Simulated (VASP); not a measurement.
# BN (P1) in VASP: further runs

BN is run at these levels: PBEsol; tasks: single point.

Everything below comes from runs of VASP 6.6.1. Logs are shortened: lines on timing, memory, paths and dates and some standing lists are left out, and cuts for length are marked.

## 1. The cell of the first run

The typed cell holds 8 atoms: a = 4.424 Å, b = 4.424 Å, c = 2.550 Å, α = 90.00°, β = 90.00°, γ = 90.00°.

## 2. Single point, PBEsol

INCAR reads:

```
ALGO = Normal
EDIFF = 1E-6
ENCUT = 520
GGA = PS
ISIF = 2
ISMEAR = 0
LASPH = True
LCHARG = True
LELF = True
LREAL = False
LVHAR = True
LWAVE = False
NBANDS = 26
NELM = 80
PREC = Accurate
SIGMA = 0.01
```

KPOINTS reads:

```
Automatic mesh
0
Gamma
  2 2 2
  0.5 0.5 0.5
```

POSCAR reads:

```
BN
1.0
    4.4242230000      0.0000000000      0.0000000000
    0.0000000000      4.4242230000      0.0000000000
    0.0000000000      0.0000000000      2.5503560000
B N
4 4
Direct
    0.1714816364      0.8272541868      0.5033603152
    0.3253420996      0.3295408030      0.0008994823
    0.6780600797      0.6744384268     -0.0005458062
    0.8265797181      0.1749143296      0.5019863894
    0.8165008861      0.8140432795      0.4991910933
    0.3114827169      0.6855316741      0.0008057699
    0.6880740415      0.3097922505      0.0001827196
    0.1828126656      0.1858882339      0.4954210314
```

Potentials or basis: VASP PAW PBE potentials, release 64 (B, N).

The run is started by

```console
cat potpaw_PBE.64/B/POTCAR potpaw_PBE.64/N/POTCAR > POTCAR
mpirun -np 1 vasp_std > vasp.out
```

OUTCAR:

```text
EDIFF = 1E-6
   ENCUT = 520
   GGA = PS
   ISIF = 2
   ISMEAR = 0
   LASPH = True
   LREAL = False
   NELM = 80
   PREC = Accurate

 ion  position               nearest neighbor table
   1  0.171  0.827  0.503-   6 1.54   6 1.56   5 1.57   8 1.59   4 2.17
   2  0.325  0.330  0.001-   8 1.55   8 1.57   6 1.58   7 1.61
   3  0.678  0.674  0.999-   5 1.54   5 1.54   7 1.61   6 1.62
   4  0.827  0.175  0.502-   7 1.53   7 1.54   8 1.58   5 1.60   1 2.17
   5  0.817  0.814  0.499-   3 1.54   3 1.54   1 1.57   4 1.60
   6  0.311  0.686  0.001-   1 1.54   1 1.56   2 1.58   3 1.62
   7  0.688  0.310  0.000-   4 1.53   4 1.54   2 1.61   3 1.61
   8  0.183  0.186  0.495-   2 1.55   2 1.57   4 1.58   1 1.59

  LATTYP: Found a simple tetragonal cell.
 ALAT       =     4.4242230000
 C/A-ratio  =     0.5764528596

  Lattice vectors:

 A1 = (   4.4242230000,   0.0000000000,   0.0000000000)
 A2 = (   0.0000000000,   4.4242230000,   0.0000000000)
 A3 = (   0.0000000000,   0.0000000000,   2.5503560000)

Analysis of symmetry for initial positions (statically):
=====================================================================
 Subroutine PRICEL returns:
 Original cell was already a primitive cell.

 Routine SETGRP: Setting up the symmetry group for a
 simple tetragonal supercell.

 Subroutine GETGRP returns: Found  1 space group operations
 (whereof  1 operations were pure point group operations)
 out of a pool of 16 trial point group operations.

The static configuration has the point symmetry C_1 .

Analysis of symmetry for dynamics (positions and initial velocities):
=====================================================================
 Subroutine PRICEL returns:
 Original cell was already a primitive cell.

 Routine SETGRP: Setting up the symmetry group for a
 simple tetragonal supercell.

 Subroutine GETGRP returns: Found  1 space group operations
 (whereof  1 operations were pure point group operations)
 out of a pool of 16 trial point group operations.

The dynamic configuration has the point symmetry C_1 .

 Subroutine INISYM returns: Found  1 space group operations
 (whereof  1 operations are pure point group operations),
 and found     1 'primitive' translations

----------------------------------------------------------------------------------------

                                     Primitive cell

  volume of cell :      49.9200

  direct lattice vectors                    reciprocal lattice vectors
     4.424223000  0.000000000  0.000000000     0.226028390  0.000000000  0.000000000
     0.000000000  4.424223000  0.000000000     0.000000000  0.226028390  0.000000000
     0.000000000  0.000000000  2.550356000     0.000000000  0.000000000  0.392102122

  length of vectors
     4.424223000  4.424223000  2.550356000     0.226028390  0.226028390  0.392102122

  position of ions in fractional coordinates (direct lattice)
     0.171481636  0.827254187  0.503360315
     0.325342100  0.329540803  0.000899482
     0.678060080  0.674438427  0.999454194
     0.826579718  0.174914330  0.501986389
     0.816500886  0.814043279  0.499191093
     0.311482717  0.685531674  0.000805770
     0.688074042  0.309792251  0.000182720
     0.182812666  0.185888234  0.495421031

  ion indices of the primitive-cell ions
   primitive index   ion index
                 1           1
                 2           2
                 3           3
                 4           4
                 5           5
                 6           6
                 7           7
                 8           8

----------------------------------------------------------------------------------------

 KPOINTS: Automatic mesh

Automatic generation of k-mesh.
 Grid dimensions read from file:
 generate k-points for:    2    2    2

 Generating k-lattice:

  Cartesian coordinates                     Fractional coordinates (reciprocal lattice)
     0.113014195  0.000000000  0.000000000     0.500000000  0.000000000  0.000000000
     0.000000000  0.113014195  0.000000000     0.000000000  0.500000000  0.000000000
     0.000000000  0.000000000  0.196051061     0.000000000  0.000000000  0.500000000

  Length of vectors
     0.113014195  0.113014195  0.196051061

  Shift w.r.t. Gamma in fractional coordinates (k-lattice)
     0.500000000  0.500000000  0.500000000

 Subroutine IBZKPT returns following result:
 ===========================================

 Found      4 irreducible k-points:

 Following reciprocal coordinates:
            Coordinates               Weight
  0.250000  0.250000  0.250000      2.000000
 -0.250000  0.250000  0.250000      2.000000
 -0.250000 -0.250000  0.250000      2.000000
  0.250000 -0.250000  0.250000      2.000000
   k-points           NKPTS =      4   k-points in BZ     NKDIM =      4   number of bands    NBANDS=     26
   number of dos      NEDOS =    301   number of ions     NIONS =      8
   total plane-waves  NPLWV =  25920
   dimension x,y,z NGX =    36 NGY =   36 NGZ =   20
   dimension x,y,z NGXF=    72 NGYF=   72 NGZF=   40
   ions per type =               4   4
   NGX,Y,Z   is equivalent  to a cutoff of  13.53, 13.53, 13.04 a.u.
   NGXF,Y,Z  is equivalent  to a cutoff of  27.05, 27.05, 26.07 a.u.
 SYSTEM =  unknown system
   PREC   = accura    normal or accurate (medium, high low for compatibility)
   ISTART =      0    job   : 0-new  1-cont  2-samecut
   ICHARG =      2    charge: 1-file 2-atom 10-const
   ISPIN  =      1    spin polarized calculation?
   LNONCOLLINEAR =      F non collinear calculations
   LSORBIT =      F    spin-orbit coupling
   LASPH  =      T    aspherical Exc in radial PAW
   ENCUT  =  520.0 eV  38.22 Ry    6.18 a.u.   8.23  8.23  4.74*2*pi/ulx,y,z
   NELM   =     80;   NELMIN=  2; NELMDL= -5     # of ELM steps
   EDIFF  = 0.1E-05   stopping-criterion for ELM
   LREAL  =      F    real-space projection
   EDIFFG = 0.1E-04   stopping-criterion for IOM
   NSW    =      0    number of steps for IOM
   IBRION =     -1    ionic relax: 0-MD 1-quasi-New 2-CG
   NFREE  =      0    steps in history (QN), initial steepest desc. (CG)
   ISIF   =      2    stress and relaxation
   ISYM   =      2    0-nonsym 1-usesym 2-fastsym
   POTIM  = 0.5000    time-step for ionic-motion
   TEBEG  =    0.0;   TEEND  =   0.0 temperature during run
   PSTRESS=    0.0 pullay stress
   NELECT =      32.0000    total number of electrons
   NUPDOWN=      -1.0000    fix difference up-down
   EMIN   =  10.00;   EMAX   =-10.00  energy-range for DOS
   EFERMI =   0.00;   METHOD = LEGACY
   ISMEAR =     0;   SIGMA  =   0.01  broadening in eV -4-tet -1-fermi 0-gaus
   EFERMI_NEDOS =   21; number of points for ismear=-14 and -15
   IALGO  =     38    algorithm
   IMIX   =      4    mixing-type and parameters
     AMIX     =   0.40;   BMIX     =  1.00
     AMIX_MAG =   1.60;   BMIX_MAG =  1.00
  volume/ion in A,a.u.               =       6.24        42.11
  Fermi-wavevector in a.u.,A,eV,Ry     =   1.411562  2.667465 27.109698  1.992507
  Thomas-Fermi vector in A             =   2.533400
   LORBIT       =      0    0 simple, 1 ext, 2 COOP (PROOUT), +10 PAW based schemes
   GGA     = PS    functional components
   LHFCALC =     F    Hartree Fock is set to
   AEXX    =    0.0000 exact exchange contribution
   IVDW    =     0    specifies the selected vdW correction
   LEPSILON=     F    determine dielectric tensor
   LRPA    =     F    only Hartree local field effects (RPA)
 non-spin polarized calculation
 Gauss-broadening in eV      SIGMA  =   0.01
  energy-cutoff  :      520.00
  volume of cell :       49.92
 maximum number of plane-waves:      1328
 NGX is ok and might be reduce to    36
   NGX = 17   NGY = 17   NGZ =  9

 number of electron      32.0000003 magnetization

 Free energy of the ion-electron system (eV)
  ---------------------------------------------------
  ext. energy  EPLUGINS =         0.00000000
  ---------------------------------------------------
  free energy    TOTEN  =       -73.62286317 eV

  energy without entropy =      -73.62286317  energy(sigma->0) =      -73.62286317

 E-fermi :   5.5594     XC(G=0): -12.6520

 val. band max:        5.4880143085   @ k =  -0.2500   0.2500   0.2500
 cond. band min:      13.2994130699   @ k =  -0.2500  -0.2500   0.2500
 fundamental gap:      7.8113987614
 Fermi energy:         5.5594247923

 k-point     1 :       0.2500    0.2500    0.2500
  band No.  band energies     occupation
      1     -11.7327      2.00000
      2      -9.9906      2.00000
      3      -8.9044      2.00000
      4      -8.0271      2.00000
      5      -2.3410      2.00000
      6      -1.6156      2.00000
[... 18 lines left out ...]
     25      19.5756      0.00000
     26      19.6939      0.00000

 k-point     2 :      -0.2500    0.2500    0.2500
  band No.  band energies     occupation
      1     -11.7318      2.00000
      2      -9.9979      2.00000
      3      -8.8980      2.00000
      4      -8.0245      2.00000
      5      -2.3526      2.00000
      6      -1.5823      2.00000
[... 18 lines left out ...]
     25      19.4113      0.00000
     26      20.0009      0.00000

 k-point     3 :      -0.2500   -0.2500    0.2500
  band No.  band energies     occupation
      1     -11.7324      2.00000
      2      -9.9950      2.00000
      3      -8.9046      2.00000
      4      -8.0197      2.00000
      5      -2.3279      2.00000
      6      -1.6262      2.00000
[... 18 lines left out ...]
     25      19.6128      0.00000
     26      19.6692      0.00000

 k-point     4 :       0.2500   -0.2500    0.2500
  band No.  band energies     occupation
      1     -11.7321      2.00000
      2      -9.9971      2.00000
      3      -8.8986      2.00000
      4      -8.0243      2.00000
      5      -2.3535      2.00000
      6      -1.5829      2.00000
[... 18 lines left out ...]
     25      19.4077      0.00000
     26      19.8881      0.00000

------------------------ aborting loop because EDIFF is reached ----------------------------------------

  FORCE on cell =-STRESS in cart. coord.  units (eV):
  Direction    XX          YY          ZZ          XY          YZ          ZX
  --------------------------------------------------------------------------------------
  -------------------------------------------------------------------------------------
  Total       -0.3435593     -0.4574509     -5.3326928     -0.0542614     -0.0391249     -0.0496404
  in kB      -11.0264933    -14.6818303   -171.1521364     -1.7415134     -1.2557105     -1.5932036
  external PRESSURE =     -65.6201533 kB  Pullay stress =       0.0000000 kB

 VOLUME and BASIS-vectors are now :
 -----------------------------------------------------------------------------
  energy-cutoff  :      520.00
  volume of cell :       49.92
      direct lattice vectors                 reciprocal lattice vectors
     4.424223000  0.000000000  0.000000000     0.226028390  0.000000000  0.000000000
     0.000000000  4.424223000  0.000000000     0.000000000  0.226028390  0.000000000
     0.000000000  0.000000000  2.550356000     0.000000000  0.000000000  0.392102122

 POSITION                                       TOTAL-FORCE (eV/Angst)
 -----------------------------------------------------------------------------------
      0.75867      3.65996      1.28375         0.165989      0.114967     -0.236159
      1.43939      1.45796      0.00229         0.145561     -0.256777     -0.211292
      2.99989      2.98387      2.54896        -0.684947     -0.454836      0.006367
      3.65697      0.77386      1.28024         0.248948     -0.483514     -0.187808
      3.61238      3.60151      1.27311        -0.261101     -0.034271      0.122712
      1.37807      3.03294      0.00206         0.697671     -0.021045      0.056229
      3.04419      1.37059      0.00047        -0.756851      0.958650      0.051169
      0.80880      0.82241      1.26350         0.444731      0.176826      0.398783
 -----------------------------------------------------------------------------------
    total drift:                                0.000031     -0.000024      0.000119

  FREE ENERGIE OF THE ION-ELECTRON SYSTEM (eV)
  ---------------------------------------------------
  free  energy   TOTEN  =       -73.6228631711 eV

  energy  without entropy=      -73.6228631711  energy(sigma->0) =      -73.62286317
```

Run time: 7.6 s. Hardware: 1 thread of Intel Xeon Platinum 8488C (Sapphire Rapids), shared host; peak memory 0.15 GiB.

Results:

| Item | Value |
| --- | --- |
| Free energy | -73.6229 eV |
| Pressure | -6.6 GPa |
| Largest force | 1.222 eV/Å |
| Band gap on the k mesh | 7.81 eV, indirect (the least direct gap lies 2.2 meV higher) |

Forces in eV/Å, atoms in the order of the input:
```
B    0.166  0.115 -0.236
B    0.146 -0.257 -0.211
B   -0.685 -0.455  0.006
B    0.249 -0.484 -0.188
N   -0.261 -0.034  0.123
N    0.698 -0.021  0.056
N   -0.757  0.959  0.051
N    0.445  0.177  0.399
```

Stress tensor (GPa, compression positive):
```
 -1.10  -0.17  -0.16
 -0.17  -1.47  -0.13
 -0.16  -0.13 -17.12
```

Caveat: the k points lie up to 1.23 Å⁻¹ apart; the PAW data sets were made with another functional, which shifts forces and pressure a little.

## 3. Single point, PBEsol

INCAR reads:

```
  ALGO = Normal
  EDIFF = 1E-7
  ENCUT = 520
  GGA = PS
  ISIF = 2
  ISMEAR = 0
  LASPH = True
  LCHARG = False
  LREAL = False
  LWAVE = False
  NBANDS = 26
  NELM = 100
  PREC = Accurate
  SIGMA = 0.01
```

KPOINTS is that of step 2.

POSCAR reads:

```
BN
1.0
    4.4242230000      0.0000000000      0.0000000000
    0.0000000000      4.4242230000      0.0000000000
    0.0000000000      0.0000000000      2.5503560000
B N
4 4
Direct
    0.1691944552      0.8291530513      0.5054623747
    0.3254444905      0.3325854054      0.0007053917
    0.6797078267      0.6731850994     -0.0010445601
    0.8281897183      0.1740545176      0.5029737025
    0.8197821403      0.8154154978      0.4988903510
    0.3120382946      0.6836178918      0.0018224907
    0.6869511324      0.3092671866      0.0005599218
    0.1792708008      0.1847707496      0.4924786971
```

Potentials or basis: VASP PAW PBE potentials, release 64 (B, N).

The run is started by

```console
cat potpaw_PBE.64/B/POTCAR potpaw_PBE.64/N/POTCAR > POTCAR
mpirun -np 1 vasp_std > vasp.out
```

Wall time 7.3 s (1 thread of Intel Xeon Platinum 8488C (Sapphire Rapids), shared host); peak memory 0.15 GiB.

It converged, with:

| Property | Result |
| --- | --- |
| Free energy | -73.5795 eV |
| Pressure | -6.0 GPa |
| Largest force | 1.442 eV/Å |
| Band gap on the k mesh | 7.73 eV, indirect (least direct gap 7.74 eV) |

Forces in eV/Å, atoms in the order of the input:
```
B    0.757 -0.263 -0.343
B   -0.098 -0.808 -0.253
B   -0.683 -0.271  0.039
B   -0.191 -0.270 -0.267
N   -0.921 -0.507  0.180
N    0.602  0.533  0.031
N   -0.611  0.927  0.035
N    1.146  0.659  0.578
```

Stress tensor (GPa, compression positive):
```
  0.67  -0.14  -0.24
 -0.14  -0.21  -0.16
 -0.24  -0.16 -18.54
```

Levels at points of the mesh, in eV from the valence-band top:
| k point | band 13 | band 14 | band 15 | band 16 | band 17 | band 18 | band 19 | band 20 |
| --- | --- | --- | --- | --- | --- | --- | --- | --- |
| (0.25, 0.25, 0.25) | -2.34 | -1.07 | -0.63 | -0.02 | 7.78 | 8.76 | 9.48 | 10.71 |

Caveat: the k points lie up to 1.23 Å⁻¹ apart; the PAW data sets were made with another functional, which shifts forces and pressure a little. As with any semilocal functional, this PBEsol gap is likely too small.
